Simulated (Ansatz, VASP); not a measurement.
## Ni in VASP and in Ansatz

```xyz
1
Lattice="0.0000 1.7330 1.7330 1.7330 0.0000 1.7330 1.7330 1.7330 0.0000" Properties=species:S:1:pos:R:3 pbc="T T T"
Ni    0.0000    0.0000    0.0000
```

Alike in both runs: functional PBEsol; k mesh 10 × 10 × 10; occupations gaussian, width 0.1 eV; collinear spin.

Ansatz relaxed the structure, and its values are those at the end. VASP's run is a single point on that final structure, the one shown.

|  | VASP | Ansatz |
| --- | --- | --- |
| version | VASP 6.6.1 | Ansatz 0.2.0 |
| potentials or method | VASP PAW PBE potentials, release 64 (Ni), cutoff 520 eV | scalar-relativistic, plane waves, PAW |
| valence electrons in the cell | 10 | 18 |

Ansatz gave:

```
gap on the k mesh at the Fermi level (eV)                     : none
pressure (GPa)                                                : 0.1
net moment per atom (μB)                                      : 0.72
size of the moment on the site where the two differ most (μB) : 0.76
```

Q: What did VASP give for the same quantities?

A: gap on the k mesh at the Fermi level (eV): none; pressure (GPa): -0.2; net moment per atom (μB): 0.71; size of the moment on the site where the two differ most (μB): 0.71.

VASP's potentials were made for PBE, not for PBEsol. Site moments also hang on the region over which each program counts them. A gap of «none» marks a metal or a gap that the smearing closes. VASP's potentials hold 10 valence electrons a cell and Ansatz's 18, so a difference there can come from the potentials and not from the codes.
